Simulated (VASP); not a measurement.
K, 1 atom in the cell. The cell holds a cluster in a box, 1 atom: a = 8.000 Å, b = 8.300 Å, c = 8.600 Å, α = 90.00°, β = 90.00°, γ = 90.00°. 

| Quantity | Value |
| --- | --- |
| Program | VASP 6.6.1 |
| Task | single point |
| Functional | PBE |
| Potentials or basis | VASP PAW PBE potentials, release 64 (K_sv) |
| Cutoff | 400 eV |
| k mesh | 1 × 1 × 1 |
| Occupations | fermi-dirac, width 0.1 eV |
| Spin | collinear spin, ferromagnetic start |
| Starting moments | [1.0] μB |
| Dipole correction | no |
| Further INCAR settings | ALGO = Normal; EDIFF = 1e-06; NBANDS = 14 |

Potentials or basis: VASP PAW PBE potentials, release 64 (K_sv).

The run is started by

```console
$ cat potpaw_PBE.64/K_sv/POTCAR > POTCAR
$ mpirun -np 1 vasp_gam > vasp.out
```

Hardware: 1 thread of Intel Xeon 8259CL, with other jobs on the host.

Problem. Estimate the wall time of this run.

Solution. Run time: 3 min on 1 thread of Intel Xeon 8259CL, with other jobs on the host, peak memory 0.5 GiB. Counts: scf iterations 41, k points 1.
